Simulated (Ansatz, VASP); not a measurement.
## HRh6 in VASP and in Ansatz

```
Rh H
1.0
     5.41659    0.00000    0.00000
    -2.70829    4.69090    0.00000
     0.00000    0.00000   22.29661
Rh H
12 2
Direct
  0.33333 0.16667 0.17940
  0.33333 0.66667 0.17940
  0.83333 0.16667 0.17940
  0.83333 0.66667 0.17940
  0.16667 0.33333 0.27578
  0.16667 0.83333 0.27578
  0.66667 0.33333 0.27578
  0.66667 0.83333 0.27578
  0.00000 0.00000 0.37210
  0.00000 0.50000 0.37210
  0.50000 0.00000 0.37210
  0.50000 0.50000 0.37210
  0.15146 0.30292 0.40664
  0.34854 0.69708 0.40664
```

Alike in both runs: task single point; functional PBE; k mesh 6 × 6 × 1; occupations gaussian, width 0.1 eV; no spin polarisation.

|  | VASP | Ansatz |
| --- | --- | --- |
| version | VASP 6.6.1 | Ansatz 0.2.0 |
| potentials or method | VASP PAW PBE potentials, release 64 (Rh_pv, H), cutoff 520 eV | scalar-relativistic, plane waves, PAW |
| valence electrons in the cell | 182 | 206 |

|  | VASP | Ansatz | Ansatz less VASP |
| --- | --- | --- | --- |
| gap on the k mesh at the Fermi level (eV) | none | none | - |
| rms of the force components (eV/Å) | 0.528 | 0.522 | -0.0065 |
| work function, face that differs most (eV) | 5.04 | 5.04 | +0.001 |

Atom by atom the forces differ by 0.007 eV/Å (rms over components). A gap of «none» marks a metal or a gap that the smearing closes. With one functional, cell and mesh, what is left measures potentials, basis and numerics. VASP's potentials hold 182 valence electrons a cell and Ansatz's 206, so a difference there can come from the potentials and not from the codes.
